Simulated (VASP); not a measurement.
# Cd2HgS3 (I-4m2) in VASP: single point with PBE

Aim: the single point of Cd2HgS3 with PBE.

Everything below comes from runs of VASP 6.6.1. Logs are shortened: lines on timing, memory, paths and dates and some standing lists are left out, and cuts for length are marked.

### Step 1. The cell of the first run

Symmetry: I-4m2, No. 119, tetragonal system. The conventional cell has a = 4.209 Å, b = 4.209 Å, c = 17.818 Å, α = 90.00°, β = 90.00°, γ = 90.00°. Cd (site symmetry 2mm) has 4 S at 2.57 Å within 3.4 Å. Hg (site symmetry -4m2) has 4 S at 2.59 Å within 3.4 Å. S (site symmetry -4m2) has 4 Cd at 2.57 Å within 3.4 Å. Within 3.4 Å of S (site symmetry 2mm) lie 2 Cd at 2.57 Å and 2 Hg at 2.59 Å.

### Step 2. Single point, PBE

INCAR

```
SYSTEM = Cd2HgS3
PREC = Accurate
ENCUT = 520
EDIFF = 1E-6
ISMEAR = 0
SIGMA = 0.02
LREAL = .False.
LASPH = .True.
NELM = 60
ALGO = Normal
ISIF = 2
LWAVE = .False.
LCHARG = .False.
GGA = PE
NBANDS = 36
```

KPOINTS

```
Automatic mesh
0
Gamma
  12 12 12
  0 0 0
```

POSCAR

```
Cd2HgS3
1.0
   -2.1043118042      2.1043118042      8.9088503059
    2.1043118042     -2.1043118042      8.9088503059
    2.1043118042      2.1043118042     -8.9088503059
Cd Hg S
2 1 3
Direct
    0.6672246070      0.6672246070      0.0000000000
    0.3327753930      0.3327753930      0.0000000000
    0.0000000000      0.0000000000      0.0000000000
    0.7500000000      0.2500000000      0.5000000000
    0.4152200899      0.9152200899      0.5000000000
    0.0847799101      0.5847799101      0.5000000000
```

Potentials or basis: VASP PAW PBE potentials, release 64 (Cd, Hg, S).

Started as:

```bash
$ cat potpaw_PBE.64/Cd/POTCAR potpaw_PBE.64/Hg/POTCAR potpaw_PBE.64/S/POTCAR > POTCAR
$ mpirun -np 1 vasp_std > vasp.out
```

OUTCAR:

```text
SYSTEM = Cd2HgS3
   PREC = Accurate
   ENCUT = 520
   EDIFF = 1E-6
   ISMEAR = 0
   LREAL = .False.
   LASPH = .True.
   NELM = 60
   ISIF = 2
   GGA = PE

 ion  position               nearest neighbor table
   1  0.667  0.667  0.000-   6 2.57   6 2.57   4 2.57   4 2.57
   2  0.333  0.333  0.000-   5 2.57   5 2.57   4 2.57   4 2.57
   3  0.000  0.000  0.000-   6 2.59   5 2.59   6 2.59   5 2.59
   4  0.750  0.250  0.500-   2 2.57   1 2.57   2 2.57   1 2.57
   5  0.415  0.915  0.500-   2 2.57   2 2.57   3 2.59   3 2.59
   6  0.085  0.585  0.500-   1 2.57   1 2.57   3 2.59   3 2.59

  LATTYP: Found a body centered tetragonal cell.
 ALAT       =     4.2086236084
 C/A-ratio  =     4.2336170372

  Lattice vectors:

 A1 = (  -2.1043118042,   2.1043118042,   8.9088503059)
 A2 = (   2.1043118042,  -2.1043118042,   8.9088503059)
 A3 = (   2.1043118042,   2.1043118042,  -8.9088503059)

Analysis of symmetry for initial positions (statically):
=====================================================================
 Subroutine PRICEL returns:
 Original cell was already a primitive cell.

 Routine SETGRP: Setting up the symmetry group for a
 body centered tetragonal supercell.

 Subroutine GETGRP returns: Found  8 space group operations
 (whereof  8 operations were pure point group operations)
 out of a pool of 16 trial point group operations.

The static configuration has the point symmetry D_2d.

Analysis of symmetry for dynamics (positions and initial velocities):
=====================================================================
 Subroutine PRICEL returns:
 Original cell was already a primitive cell.

 Routine SETGRP: Setting up the symmetry group for a
 body centered tetragonal supercell.

 Subroutine GETGRP returns: Found  8 space group operations
 (whereof  8 operations were pure point group operations)
 out of a pool of 16 trial point group operations.

The dynamic configuration has the point symmetry D_2d.

 Subroutine INISYM returns: Found  8 space group operations
 (whereof  8 operations are pure point group operations),
 and found     1 'primitive' translations

----------------------------------------------------------------------------------------

                                     Primitive cell

  volume of cell :     157.7981

  direct lattice vectors                    reciprocal lattice vectors
    -2.104311804  2.104311804  8.908850306     0.000000000  0.237607373  0.056123965
     2.104311804 -2.104311804  8.908850306     0.237607373  0.000000000  0.056123965
     2.104311804  2.104311804 -8.908850306     0.237607373  0.237607373  0.000000000

  length of vectors
     9.392756257  9.392756257  9.392756257     0.244145783  0.244145783  0.336027570

  position of ions in fractional coordinates (direct lattice)
     0.667224607  0.667224607  0.000000000
     0.332775393  0.332775393  0.000000000
     0.000000000  0.000000000  0.000000000
     0.750000000  0.250000000  0.500000000
     0.415220090  0.915220090  0.500000000
     0.084779910  0.584779910  0.500000000

  ion indices of the primitive-cell ions
   primitive index   ion index
                 1           1
                 2           2
                 3           3
                 4           4
                 5           5
                 6           6

----------------------------------------------------------------------------------------

 KPOINTS: Automatic mesh

Automatic generation of k-mesh.
 Grid dimensions read from file:
 generate k-points for:   12   12   12

 Generating k-lattice:

  Cartesian coordinates                     Fractional coordinates (reciprocal lattice)
     0.000000000  0.019800614  0.004676997     0.083333333  0.000000000  0.000000000
     0.019800614  0.000000000  0.004676997     0.000000000  0.083333333  0.000000000
     0.019800614  0.019800614  0.000000000     0.000000000  0.000000000  0.083333333

  Length of vectors
     0.020345482  0.020345482  0.028002297

  Shift w.r.t. Gamma in fractional coordinates (k-lattice)
     0.000000000  0.000000000  0.000000000

 Subroutine IBZKPT returns following result:
 ===========================================

 Found    163 irreducible k-points:

 Following reciprocal coordinates:
            Coordinates               Weight
  0.000000  0.000000  0.000000      1.000000
  0.083333  0.000000  0.000000      8.000000
  0.166667  0.000000  0.000000      8.000000
  0.250000 -0.000000  0.000000      8.000000
  0.333333 -0.000000  0.000000      8.000000
  0.416667 -0.000000  0.000000      8.000000
[... 16 lines left out ...]
  0.500000  0.166667  0.000000     16.000000
 -0.416667  0.166667 -0.000000     16.000000
 [... further k-points ...]
   k-points           NKPTS =    163   k-points in BZ     NKDIM =    163   number of bands    NBANDS=     36
   number of dos      NEDOS =    301   number of ions     NIONS =      6
   total plane-waves  NPLWV = 343000
   dimension x,y,z NGX =    70 NGY =   70 NGZ =   70
   dimension x,y,z NGXF=   140 NGYF=  140 NGZF=  140
   ions per type =               2   1   3
   NGX,Y,Z   is equivalent  to a cutoff of  12.39, 12.39, 12.39 a.u.
   NGXF,Y,Z  is equivalent  to a cutoff of  24.78, 24.78, 24.78 a.u.
 SYSTEM =  Cd2HgS3
   PREC   = accura    normal or accurate (medium, high low for compatibility)
   ISTART =      0    job   : 0-new  1-cont  2-samecut
   ICHARG =      2    charge: 1-file 2-atom 10-const
   ISPIN  =      1    spin polarized calculation?
   LNONCOLLINEAR =      F non collinear calculations
   LSORBIT =      F    spin-orbit coupling
   LASPH  =      T    aspherical Exc in radial PAW
   ENCUT  =  520.0 eV  38.22 Ry    6.18 a.u.  17.46 17.46 17.46*2*pi/ulx,y,z
   NELM   =     60;   NELMIN=  2; NELMDL= -5     # of ELM steps
   EDIFF  = 0.1E-05   stopping-criterion for ELM
   LREAL  =      F    real-space projection
   EDIFFG = 0.1E-04   stopping-criterion for IOM
   NSW    =      0    number of steps for IOM
   IBRION =     -1    ionic relax: 0-MD 1-quasi-New 2-CG
   NFREE  =      0    steps in history (QN), initial steepest desc. (CG)
   ISIF   =      2    stress and relaxation
   ISYM   =      2    0-nonsym 1-usesym 2-fastsym
   POTIM  = 0.5000    time-step for ionic-motion
   TEBEG  =    0.0;   TEEND  =   0.0 temperature during run
   PSTRESS=    0.0 pullay stress
   NELECT =      54.0000    total number of electrons
   NUPDOWN=      -1.0000    fix difference up-down
   EMIN   =  10.00;   EMAX   =-10.00  energy-range for DOS
   EFERMI =   0.00;   METHOD = LEGACY
   ISMEAR =     0;   SIGMA  =   0.02  broadening in eV -4-tet -1-fermi 0-gaus
   EFERMI_NEDOS =   21; number of points for ismear=-14 and -15
   IALGO  =     38    algorithm
   IMIX   =      4    mixing-type and parameters
     AMIX     =   0.40;   BMIX     =  1.00
     AMIX_MAG =   1.60;   BMIX_MAG =  1.00
  volume/ion in A,a.u.               =      26.30       177.48
  Fermi-wavevector in a.u.,A,eV,Ry     =   1.145088  2.163902 17.840315  1.311226
  Thomas-Fermi vector in A             =   2.281778
   LORBIT       =      0    0 simple, 1 ext, 2 COOP (PROOUT), +10 PAW based schemes
   GGA     = PE    functional components
   LHFCALC =     F    Hartree Fock is set to
   AEXX    =    0.0000 exact exchange contribution
   IVDW    =     0    specifies the selected vdW correction
   LEPSILON=     F    determine dielectric tensor
   LRPA    =     F    only Hartree local field effects (RPA)
 non-spin polarized calculation
 Gauss-broadening in eV      SIGMA  =   0.02
  energy-cutoff  :      520.00
  volume of cell :      157.80
 maximum number of plane-waves:      4279
 NGX is ok and might be reduce to    70
   NGX = 35   NGY = 35   NGZ = 35

 number of electron      53.9999998 magnetization

 Free energy of the ion-electron system (eV)
  ---------------------------------------------------
  ext. energy  EPLUGINS =         0.00000000
  ---------------------------------------------------
  free energy    TOTEN  =       -16.83609042 eV

  energy without entropy =      -16.83609042  energy(sigma->0) =      -16.83609042

 E-fermi :   1.2501     XC(G=0):  -8.9403

 val. band max:        1.1197399620   @ k =   0.0000   0.0000   0.0000
 cond. band min:       1.5909264762   @ k =   0.0000   0.0000   0.0000
 fundamental gap:      0.4711865141
 Fermi energy:         1.2501185094

 k-point     1 :       0.0000    0.0000    0.0000
  band No.  band energies     occupation
      1     -11.2341      2.00000
      2     -10.8274      2.00000
      3     -10.7940      2.00000
      4      -6.5597      2.00000
      5      -6.5597      2.00000
      6      -6.5127      2.00000
[... 28 lines left out ...]
     35       7.5034      0.00000
     36       9.3015      0.00000

 k-point     2 :       0.0833    0.0000    0.0000
  band No.  band energies     occupation
      1     -11.2151      2.00000
      2     -10.8323      2.00000
      3     -10.7809      2.00000
      4      -6.5566      2.00000
      5      -6.5532      2.00000
      6      -6.5070      2.00000
[... 28 lines left out ...]
     35       7.5940      0.00000
     36       8.9084      0.00000

 k-point     3 :       0.1667    0.0000    0.0000
  band No.  band energies     occupation
      1     -11.1612      2.00000
      2     -10.8350      2.00000
      3     -10.7577      2.00000
      4      -6.5476      2.00000
      5      -6.5308      2.00000
      6      -6.4992      2.00000
[... 28 lines left out ...]
     35       7.8093      0.00000
     36       8.3924      0.00000

 k-point     4 :       0.2500   -0.0000    0.0000
  band No.  band energies     occupation
      1     -11.0820      2.00000
      2     -10.8305      2.00000
      3     -10.7388      2.00000
      4      -6.5344      2.00000
      5      -6.5032      2.00000
      6      -6.4845      2.00000
[... 28 lines left out ...]
     35       7.9791      0.00000
     36       8.1464      0.00000

 k-point     5 :       0.3333   -0.0000    0.0000
  band No.  band energies     occupation
      1     -10.9919      2.00000
      2     -10.8223      2.00000
      3     -10.7332      2.00000
      4      -6.5190      2.00000
      5      -6.4990      2.00000
      6      -6.4481      2.00000
[... 655 lines left out ...]
 k-point    22 :       0.4167    0.1667    0.0000
  band No.  band energies     occupation
      1     -10.8627      2.00000
      2     -10.7931      2.00000
      3     -10.7167      2.00000
      4      -6.4793      2.00000
      5      -6.4602      2.00000
      6      -6.4513      2.00000
[... 28 lines left out ...]
     35       8.0967      0.00000
     36       8.1405      0.00000

 k-point    23 :       0.5000    0.1667    0.0000
  band No.  band energies     occupation
      1     -10.8256      2.00000
      2     -10.7923      2.00000
      3     -10.7266      2.00000
      4      -6.4719      2.00000
      5      -6.4585      2.00000
      6      -6.4561      2.00000
[... 28 lines left out ...]
     35       8.1399      0.00000
     36       8.2485      0.00000

 k-point    24 :      -0.4167    0.1667   -0.0000
  band No.  band energies     occupation
      1     -10.8681      2.00000
      2     -10.7832      2.00000
      3     -10.7212      2.00000
      4      -6.4779      2.00000
      5      -6.4618      2.00000
      6      -6.4512      2.00000
[... 28 lines left out ...]
     35       8.1541      0.00000
     36       8.4227      0.00000

 [... further k-points ...]

------------------------ aborting loop because EDIFF is reached ----------------------------------------

  FORCE on cell =-STRESS in cart. coord.  units (eV):
  Direction    XX          YY          ZZ          XY          YZ          ZX
  --------------------------------------------------------------------------------------
  -------------------------------------------------------------------------------------
  Total        0.2783365      0.2783365      0.2721018      0.0000000      0.0000000     -0.0000000
  in kB        2.8260441      2.8260441      2.7627411      0.0000000      0.0000000     -0.0000000
  external PRESSURE =       2.8049431 kB  Pullay stress =       0.0000000 kB

 VOLUME and BASIS-vectors are now :
 -----------------------------------------------------------------------------
  energy-cutoff  :      520.00
  volume of cell :      157.80
      direct lattice vectors                 reciprocal lattice vectors
    -2.104311804  2.104311804  8.908850306     0.000000000  0.237607373  0.056123965
     2.104311804 -2.104311804  8.908850306     0.237607373  0.000000000  0.056123965
     2.104311804  2.104311804 -8.908850306     0.237607373  0.237607373  0.000000000

 POSITION                                       TOTAL-FORCE (eV/Angst)
 -----------------------------------------------------------------------------------
      0.00000      0.00000     11.88841         0.000000     -0.000000      0.005369
      0.00000      0.00000      5.92929         0.000000     -0.000000     -0.005369
      0.00000      0.00000      0.00000         0.000000     -0.000000      0.000000
      0.00000      2.10431      4.45443         0.000000     -0.000000      0.000000
      2.10431     -0.00000      7.39827        -0.000000      0.000000     -0.006843
      2.10431      0.00000      1.51058        -0.000000      0.000000      0.006843
 -----------------------------------------------------------------------------------
    total drift:                                0.000001     -0.000001     -0.000000

  FREE ENERGIE OF THE ION-ELECTRON SYSTEM (eV)
  ---------------------------------------------------
  free  energy   TOTEN  =       -16.8360904154 eV

  energy  without entropy=      -16.8360904154  energy(sigma->0) =      -16.83609042
```

It took 84 min on 1 thread of Oxide Virtual Turin-like, shared host; peak memory 1.2 GiB.

Results:

```yaml
Free_energy: -16.8361 eV
Pressure: 0.3 GPa
Largest_force: 0.007 eV/Å
Band_gap_on_the_k_mesh: 0.47 eV
```

Forces in eV/Å, atoms in the order of the input:
```
Cd   0.000  0.000  0.005
Cd   0.000  0.000 -0.005
Hg   0.000  0.000  0.000
S    0.000  0.000  0.000
S    0.000  0.000 -0.007
S    0.000  0.000  0.007
```

Levels at points of the mesh, in eV from the valence-band top:
| k point | band 24 | band 25 | band 26 | band 27 | band 28 | band 29 | band 30 | band 31 |
| --- | --- | --- | --- | --- | --- | --- | --- | --- |
| (0.00, 0.00, 0.00) | -1.37 | -0.02 | 0.00 | 0.00 | 0.47 | 3.46 | 3.74 | 3.94 |
| (0.50, 0.00, 0.00) | -0.89 | -0.86 | -0.75 | -0.58 | 2.23 | 3.26 | 3.59 | 6.12 |
| (0.50, 0.50, 0.00) | -2.07 | -1.98 | -1.85 | -1.83 | 3.46 | 3.58 | 4.55 | 4.64 |
| (0.50, 0.50, 0.50) | -0.69 | -0.69 | -0.39 | -0.39 | 1.97 | 2.45 | 3.59 | 3.91 |

Caveat: spin-orbit coupling is left out, which moves the levels of the heavy elements.
